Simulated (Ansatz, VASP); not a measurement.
# Two plane-wave programs on Mo

```xyz
1
Lattice="2.7355 0.0000 0.0000 -1.3678 2.3690 0.0000 0.0000 0.0000 2.6318" Properties=species:S:1:pos:R:3 pbc="T T T"
Mo    0.0000    0.0000    1.3159
```

Change from the starting cell: strain +0.000 along x and y, +0.030 along z, atoms carried along.

Alike in both runs: task single point; functional LDA; k mesh 18 × 18 × 18; occupations gaussian, width 0.15 eV; no spin polarisation.

|  | VASP | Ansatz |
| --- | --- | --- |
| version | VASP 6.6.1 | Ansatz 0.2.0 |
| potentials or method | VASP PAW LDA potentials, release 64 (Mo_sv), cutoff 520 eV | scalar-relativistic, plane waves, PAW |
| valence electrons in the cell | 14 | 14 |

```tsv
	VASP	Ansatz	Ansatz less VASP
gap on the k mesh at the Fermi level (eV)	none	none	-
pressure (GPa)	-12.4	-13.3	-0.84
traceless stress, the component that is largest in VASP (GPa)	-10.02	-10.04	-0.019
```

LDA's correlation is that of Perdew and Zunger in VASP and of Perdew and Wang (1992) in Ansatz. A gap of «none» marks a metal or a gap that the smearing closes.
